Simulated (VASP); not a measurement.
# Co (Fm-3m) in VASP: a series of runs

Co is run at these levels: PBEsol; tasks: single point.

Everything below comes from runs of VASP 6.6.1. Logs are shortened: lines on timing, memory, paths and dates and some standing lists are left out, and cuts for length are marked.

## (1) The cell of the first run

Symmetry: Fm-3m, No. 225, cubic system. The conventional cell has a = 3.409 Å, b = 3.409 Å, c = 3.409 Å, α = 90.00°, β = 90.00°, γ = 90.00°. Within 3.2 Å of Co (site symmetry m-3m) lie 12 Co at 2.41 Å.

This isn't the form of Co at room conditions, which is hcp.

## (2) Single point, PBEsol

INCAR reads:

```
ALGO     = Normal         # electronic algorithm
EDIFF    = 1E-6           # SCF threshold, eV
ENCUT    = 690            # plane-wave cutoff, eV
GGA      = PS             # functional
GGA_COMPAT= F            
ISIF     = 2              # what is computed and relaxed
ISMEAR   = -1             # smearing method
LASPH    = T              # aspherical terms in the spheres
LCHARG   = F              # write CHGCAR
LREAL    = F              # projectors in reciprocal space
LWAVE    = F              # write WAVECAR
NBANDS   = 14             # bands
NELM     = 120            # most SCF steps
PREC     = Accurate       # precision mode
SIGMA    = 0.1            # smearing width, eV
```

KPOINTS reads:

```
k-points
0
Gamma
  15 15 15
```

POSCAR reads:

```
Co
1.0
    0.0000000000      1.7046286775      1.7046286775
    1.7046286775      0.0000000000      1.7046286775
    1.7046286775      1.7046286775      0.0000000000
Co
1
Direct
    0.0000000000      0.0000000000      0.0000000000
```

Potentials or basis: VASP PAW PBE potentials, release 64 (Co_sv).

Run with:

```console
> cat potpaw_PBE.64/Co_sv/POTCAR > POTCAR
> mpirun -np 1 vasp_std > vasp.out
```

OUTCAR:

```text
EDIFF = 1E-6
   ENCUT = 690
   GGA = PS
   ISIF = 2
   ISMEAR = -1
   LASPH = T
   LREAL = F
   NELM = 120
   PREC = Accurate

 ion  position               nearest neighbor table
   1  0.000  0.000  0.000-

  LATTYP: Found a face centered cubic cell.
 ALAT       =     3.4092573550

  Lattice vectors:

 A1 = (   0.0000000000,   1.7046286775,   1.7046286775)
 A2 = (   1.7046286775,   0.0000000000,   1.7046286775)
 A3 = (   1.7046286775,   1.7046286775,   0.0000000000)

Analysis of symmetry for initial positions (statically):
=====================================================================
 Subroutine PRICEL returns:
 Original cell was already a primitive cell.

 Routine SETGRP: Setting up the symmetry group for a
 face centered cubic supercell.

 Subroutine GETGRP returns: Found 48 space group operations
 (whereof 48 operations were pure point group operations)
 out of a pool of 48 trial point group operations.

The static configuration has the point symmetry O_h .

Analysis of symmetry for dynamics (positions and initial velocities):
=====================================================================
 Subroutine PRICEL returns:
 Original cell was already a primitive cell.

 Routine SETGRP: Setting up the symmetry group for a
 face centered cubic supercell.

 Subroutine GETGRP returns: Found 48 space group operations
 (whereof 48 operations were pure point group operations)
 out of a pool of 48 trial point group operations.

The dynamic configuration has the point symmetry O_h .

 Subroutine INISYM returns: Found 48 space group operations
 (whereof 48 operations are pure point group operations),
 and found     1 'primitive' translations

----------------------------------------------------------------------------------------

                                     Primitive cell

  volume of cell :       9.9065

  direct lattice vectors                    reciprocal lattice vectors
     0.000000000  1.704628677  1.704628677    -0.293319012  0.293319012  0.293319012
     1.704628677  0.000000000  1.704628677     0.293319012 -0.293319012  0.293319012
     1.704628677  1.704628677  0.000000000     0.293319012  0.293319012 -0.293319012

  length of vectors
     2.410708995  2.410708995  2.410708995     0.508043432  0.508043432  0.508043432

  position of ions in fractional coordinates (direct lattice)
     0.000000000  0.000000000  0.000000000

  ion indices of the primitive-cell ions
   primitive index   ion index
                 1           1
[... 74 lines left out ...]
   EDIFFG = 0.1E-04   stopping-criterion for IOM
   NSW    =      0    number of steps for IOM
   IBRION =     -1    ionic relax: 0-MD 1-quasi-New 2-CG
   NFREE  =      0    steps in history (QN), initial steepest desc. (CG)
   ISIF   =      2    stress and relaxation
   ISYM   =      2    0-nonsym 1-usesym 2-fastsym
   POTIM  = 0.5000    time-step for ionic-motion
   TEBEG  =    0.0;   TEEND  =   0.0 temperature during run
   PSTRESS=    0.0 pullay stress
   NELECT =      17.0000    total number of electrons
   NUPDOWN=      -1.0000    fix difference up-down
   EMIN   =  10.00;   EMAX   =-10.00  energy-range for DOS
   EFERMI =   0.00;   METHOD = LEGACY
   ISMEAR =    -1;   SIGMA  =   0.10  broadening in eV -4-tet -1-fermi 0-gaus
   EFERMI_NEDOS =   21; number of points for ismear=-14 and -15
   IALGO  =     38    algorithm
   IMIX   =      4    mixing-type and parameters
     AMIX     =   0.40;   BMIX     =  1.00
     AMIX_MAG =   1.60;   BMIX_MAG =  1.00
  volume/ion in A,a.u.               =       9.91        66.85
  Fermi-wavevector in a.u.,A,eV,Ry     =   1.959979  3.703823 52.267005  3.841516
  Thomas-Fermi vector in A             =   2.985242
   LORBIT       =      0    0 simple, 1 ext, 2 COOP (PROOUT), +10 PAW based schemes
   GGA     = PS    functional components
   LHFCALC =     F    Hartree Fock is set to
   AEXX    =    0.0000 exact exchange contribution
   IVDW    =     0    specifies the selected vdW correction
   LEPSILON=     F    determine dielectric tensor
   LRPA    =     F    only Hartree local field effects (RPA)
 non-spin polarized calculation
  energy-cutoff  :      690.00
  volume of cell :        9.91
 maximum number of plane-waves:       420
 NGX is ok and might be reduce to    24
   NGX = 11   NGY = 11   NGZ = 11

 number of electron      16.9999988 magnetization

 Free energy of the ion-electron system (eV)
  ---------------------------------------------------
  ext. energy  EPLUGINS =         0.00000000
  ---------------------------------------------------
  free energy    TOTEN  =        -7.69959658 eV

  energy without entropy =       -7.62993215  energy(sigma->0) =       -7.66476437

 E-fermi :  13.2626     XC(G=0): -14.7035

 val. band max:       13.2421198429   @ k =   0.3333   0.0667   0.0000
 cond. band min:      13.2685400099   @ k =  -0.3333   0.3333   0.0000
 fundamental gap:      0.0264201670
 Fermi energy:        13.2626188197

 k-point     1 :       0.0000    0.0000    0.0000
  band No.  band energies     occupation
      1     -81.6588      2.00000
      2     -44.8000      2.00000
      3     -44.8000      2.00000
      4     -44.8000      2.00000
      5       3.7709      2.00000
      6      11.2032      2.00000
      7      11.2032      2.00000
      8      11.2032      2.00000
      9      12.6733      1.99450
     10      12.6733      1.99450
     11      36.8654      0.00000
     12      42.1079      0.00000
     13      42.1079      0.00000
     14      42.1079      0.00000
[... 377 lines left out ...]
      1     -81.6290      2.00000
      2     -44.9292      2.00000
      3     -44.8420      2.00000
      4     -44.8379      2.00000
      5       5.3894      2.00000
      6      10.5475      2.00000
      7      11.6558      2.00000
      8      11.7059      2.00000
      9      12.1945      1.99995
     10      12.9093      1.94325
     11      34.2819      0.00000
     12      36.7460      0.00000
     13      37.2743      0.00000
     14      39.3294      0.00000

 [... further k-points ...]
[... 5 lines left out ...]
  --------------------------------------------------------------------------------------
  -------------------------------------------------------------------------------------
  Total       -0.0840316     -0.0840316     -0.0840316      0.0000000      0.0000000      0.0000000
  in kB      -13.5904500    -13.5904500    -13.5904500      0.0000000      0.0000000      0.0000000
  external PRESSURE =     -13.5904500 kB  Pullay stress =       0.0000000 kB

 VOLUME and BASIS-vectors are now :
 -----------------------------------------------------------------------------
  energy-cutoff  :      690.00
  volume of cell :        9.91
      direct lattice vectors                 reciprocal lattice vectors
     0.000000000  1.704628677  1.704628677    -0.293319012  0.293319012  0.293319012
     1.704628677  0.000000000  1.704628677     0.293319012 -0.293319012  0.293319012
     1.704628677  1.704628677  0.000000000     0.293319012  0.293319012 -0.293319012

 POSITION                                       TOTAL-FORCE (eV/Angst)
 -----------------------------------------------------------------------------------
      0.00000      0.00000      0.00000         0.000000     -0.000000      0.000000
 -----------------------------------------------------------------------------------
    total drift:                               -0.000000     -0.000000     -0.000000

  FREE ENERGIE OF THE ION-ELECTRON SYSTEM (eV)
  ---------------------------------------------------
  free  energy   TOTEN  =        -7.6995965838 eV

  energy  without entropy=       -7.6299321470  energy(sigma->0) =       -7.66476437
```

stdout:

```text
POSCAR found type information on POSCAR Co
 POSCAR found :  1 types and       1 ions
 scaLAPACK will be used
 -----------------------------------------------------------------------------
|                                                                             |
|                                                                             |
|     You enforced a specific xc type in the INCAR file but a different       |
|     I HOPE YOU KNOW WHAT YOU ARE DOING!                                     |
|                                                                             |
 -----------------------------------------------------------------------------

 LDA part: xc-table for (Slater+PW92), standard interpolation
 POSCAR, INCAR and KPOINTS ok, starting setup
 FFT: planning ... GRIDC
 FFT: planning ... GRID_SOFT
 FFT: planning ... GRID
 WAVECAR not read
 entering main loop
```

Wall time 20 s (1 thread of AMD EPYC 9R45 (Zen 5), shared host); peak memory 0.12 GiB.

What came out:

| Quantity | Value |
| --- | --- |
| Free energy | -7.6996 eV |
| Pressure | -1.4 GPa |
| Band gap on the k mesh | zero (an odd number of electrons rules out a gap without spin polarisation) |

Caveat: the PAW data sets were made with another functional, which shifts forces and pressure a little; the run has no spin polarisation, though such a crystal can be magnetic.

## (3) Single point, PBEsol (9.91 Å³/atom)

INCAR reads:

```
SYSTEM = Co
  PREC = Accurate
  ENCUT = 690
  EDIFF = 1E-6
  ISMEAR = -1
  SIGMA = 0.1
  LREAL = .FALSE.
  LASPH = .TRUE.
  NELM = 120
  ALGO = Normal
  ISIF = 2
  LWAVE = .FALSE.
  LCHARG = .FALSE.
  GGA = PS
  NBANDS = 14
  GGA_COMPAT = .FALSE.
```

KPOINTS reads:

```
Automatic mesh
0
G
  18 18 18
  0 0 0
```

POSCAR is that of step 2.

Potentials or basis: VASP PAW PBE potentials, release 64 (Co_sv).

Run with:

```console
> cat potpaw_PBE.64/Co_sv/POTCAR > POTCAR
> mpirun -np 1 vasp_std > vasp.out
```

Run time: 17 s. Hardware: 1 thread of Intel Xeon 6975P-C (Granite Rapids), shared host; peak memory 0.16 GiB.

The run converged. Its results:

- Free energy: -7.6994 eV
- Pressure: -1.3 GPa
- Band gap on the k mesh: zero (an odd number of electrons rules out a gap without spin polarisation)

Levels at points of the mesh, in eV from the Fermi level:
```tsv
k point	band 4	band 5	band 6	band 7	band 8	band 9	band 10	band 11	band 12	band 13
(0.00, 0.00, 0.00)	-58.06	-9.50	-2.06	-2.06	-2.06	-0.59	-0.59	23.60	28.84	28.84
(0.50, 0.00, 0.00)	-58.13	-5.18	-2.13	-2.13	-0.30	0.38	0.38	7.50	22.19	26.61
(0.50, 0.50, 0.00)	-58.23	-5.16	-4.46	0.37	0.62	0.62	2.75	11.07	15.94	15.94
```

Caveat: the PAW data sets were made with another functional, which shifts forces and pressure a little; the run has no spin polarisation, though such a crystal can be magnetic. Spin polarisation is off, so any magnetic state and its effect on volume and gap are missing.

The gap in the log of VASP goes by the Fermi energy; the results here count the filled bands.